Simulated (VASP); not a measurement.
Set up this calculation in VASP 6.6.1, as the native input.

```
Task                   : relaxation of the atoms
Functional             : PBE
Potentials or basis    : VASP PAW PBE potentials, release 64 (Zn, S)
Cutoff                 : 520 eV
k mesh                 : 14 × 14 × 14
Occupations            : fermi-dirac, width 0.02 eV
Spin                   : no spin polarisation
Dipole correction      : no
Further INCAR settings : ALGO = Normal; EDIFF = 1e-06; IBRION = 2; EDIFFG = -0.02; NSW = 80
```

The structure of ZnS (Sphalerite) lies in POSCAR:

```
ZnS
1.0
    0.0000000000      2.7072500000      2.7072500000
    2.7072500000      0.0000000000      2.7072500000
    2.7072500000      2.7072500000      0.0000000000
Zn S
1 1
Direct
    0.0000000000      0.0000000000      0.0000000000
    0.2500000000      0.2500000000      0.2500000000
```

The input as run:

INCAR

```
PREC = Accurate ; ENCUT = 520
EDIFF = 1E-6 ; ISMEAR = -1
SIGMA = 0.02 ; LREAL = F
LASPH = T ; NELM = 100
ALGO = Normal ; ISIF = 2
LWAVE = F ; LCHARG = F
GGA = PE ; IBRION = 2
NSW = 80 ; EDIFFG = -0.02
```

KPOINTS

```
Automatic mesh
0
Gamma
  14 14 14
```

Potentials or basis: VASP PAW PBE potentials, release 64 (Zn, S).

The run is started by

```bash
$ cat potpaw_PBE.64/Zn/POTCAR potpaw_PBE.64/S/POTCAR > POTCAR
$ mpirun -np 1 vasp_std > vasp.out
```

It gave:

```json
{
  "Pressure after relaxing": "1.3 GPa",
  "Band gap on the k mesh": "2.09 eV, direct"
}
```

Caveat: the relaxation stopped at its first step, so nothing moved.

Run time: 24 s on 1 thread of AMD EPYC 9R45 96-Core Processor (Zen 5), on a shared host, peak memory 0.17 GiB.
